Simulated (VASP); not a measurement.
TiPd3, 4 atoms in the cell. It takes space group Pm-3m (No. 221, cubic). Conventional cell: a = 3.893 Å, b = 3.893 Å, c = 3.893 Å, α = 90.00°, β = 90.00°, γ = 90.00°. Within 3.6 Å of Pd (site symmetry 4/mmm) lie 8 Pd at 2.75 Å and 4 Ti at 2.75 Å. Within 3.6 Å of Ti (site symmetry m-3m) lie 12 Pd at 2.75 Å. 

```yaml
Program: VASP 6.6.1
Task: single point
Functional: r2SCAN
Potentials_or_basis: VASP PAW PBE potentials, release 64 (Pd, Ti_sv)
Cutoff: 520 eV
k_mesh: 6 × 6 × 6
Occupations: gaussian, width 0.1 eV
Spin: no spin polarisation
Dipole_correction: no
Further_INCAR_settings: ALGO = Normal; EDIFF = 1e-07; NBANDS = 29
```

Potentials or basis: VASP PAW PBE potentials, release 64 (Pd, Ti_sv).

Launch:

```sh
$ cat potpaw_PBE.64/Pd/POTCAR potpaw_PBE.64/Ti_sv/POTCAR > POTCAR
$ cp INCAR.step1 INCAR
$ mpirun -np 1 vasp_std > vasp.out
$ cp INCAR.step2 INCAR
$ mpirun -np 1 vasp_std > vasp.out
```

Hardware: 1 thread of Intel(R) Xeon(R) Platinum 8488C (Sapphire Rapids), on a shared host.

Estimate the wall time of this run.

Run time: 2.2 min on 1 thread of Intel(R) Xeon(R) Platinum 8488C (Sapphire Rapids) (shared host), peak memory 0.18 GiB. Counts: k points 20.
